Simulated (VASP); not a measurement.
Input of a VASP 6.6.1 run:

INCAR

```
  ALGO = Fast
  EDIFF = 1E-7
  ENCUT = 520
  GGA = PE
  ISIF = 2
  ISMEAR = 0
  LASPH = T
  LCHARG = T
  LELF = T
  LREAL = F
  LVHAR = T
  LWAVE = F
  NBANDS = 16
  NELM = 100
  PREC = Accurate
  SIGMA = 0.1
```

Contents of KPOINTS:

```
k-points
0
Gamma
  14 14 14
```

POSCAR

```
AlRu
1.0
    2.9916000000      0.0000000000      0.0000000000
    0.0000000000      2.9916000000      0.0000000000
    0.0000000000      0.0000000000      2.9916000000
Al Ru
1 1
Direct
    0.0000000000      0.0000000000      0.0000000000
    0.5000000000      0.5000000000      0.5000000000
```

Potentials or basis: VASP PAW PBE potentials, release 64 (Al, Ru_pv).

Launch:

```console
$ cat potpaw_PBE.64/Al/POTCAR potpaw_PBE.64/Ru_pv/POTCAR > POTCAR
$ mpirun -np 1 vasp_std > vasp.out
```

Question: What does it give for the pressure?

Answer: 2.6 GPa.
